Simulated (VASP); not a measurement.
A run of VASP 6.6.1:

The input POSCAR:

```
SrCl2
1.0
    0.0000000000      3.5567663891      3.5567663891
    3.5567663891      0.0000000000      3.5567663891
    3.5567663891      3.5567663891      0.0000000000
Sr Cl
1 2
Direct
    0.0000000000      0.0000000000      0.0000000000
    0.7500000000      0.7500000000      0.7500000000
    0.2500000000      0.2500000000      0.2500000000
```

Contents of INCAR.step1:

```
  ALGO = Normal
  EDIFF = 1E-7
  EDIFFG = -0.002
  EFERMI = MIDGAP
  ENCUT = 690
  GGA = PE
  GGA_COMPAT = F
  IBRION = 2
  ISIF = 3
  ISMEAR = 0
  KPAR = 8
  LASPH = T
  LCHARG = F
  LORBIT = 11
  LREAL = F
  LSORBIT = T
  LWAVE = F
  MAGMOM = 0 0 0 0 0 0 0 0 0
  NELM = 200
  NELMIN = 4
  NSW = 80
  POTIM = 0.5
  PREC = Accurate
  SIGMA = 0.03
```

Contents of INCAR.step4:

```
  ALGO = Normal
  EDIFF = 1E-7
  EFERMI = MIDGAP
  ENCUT = 690
  GGA = PE
  GGA_COMPAT = F
  ISIF = 2
  ISMEAR = 0
  KPAR = 8
  LASPH = T
  LCHARG = F
  LORBIT = 11
  LREAL = F
  LSORBIT = T
  LWAVE = F
  MAGMOM = 0 0 0 0 0 0 0 0 0
  NELM = 200
  PREC = Accurate
  SIGMA = 0.03
```

File KPOINTS:

```
Automatic mesh
0
Gamma
  7 7 7
  0 0 0
```

Potentials or basis: VASP PAW PBE potentials, release 64 (Sr_sv, Cl).

Run with:

```console
$ cat potpaw_PBE.64/Sr_sv/POTCAR potpaw_PBE.64/Cl/POTCAR > POTCAR
$ cp INCAR.step1 INCAR
$ cp POSCAR.step1 POSCAR
$ mpirun -np 8 vasp_ncl > vasp.out
$ cp CONTCAR POSCAR
$ mpirun -np 8 vasp_ncl > vasp.out
$ cp CONTCAR POSCAR
$ mpirun -np 8 vasp_ncl > vasp.out
$ cp CONTCAR POSCAR
$ cp INCAR.step4 INCAR
$ mpirun -np 8 vasp_ncl > vasp.out
```

Hardware: 8 MPI ranks on Intel(R) Xeon(R) 6975P-C (Granite Rapids), with other jobs on the host.

Question: Estimate the wall time of this run.

Answer: Run time: 6.2 min on 8 MPI ranks on Intel(R) Xeon(R) 6975P-C (Granite Rapids), on a shared host, peak memory 0.88 GiB a rank. Counts: k points 20, ion steps 5.
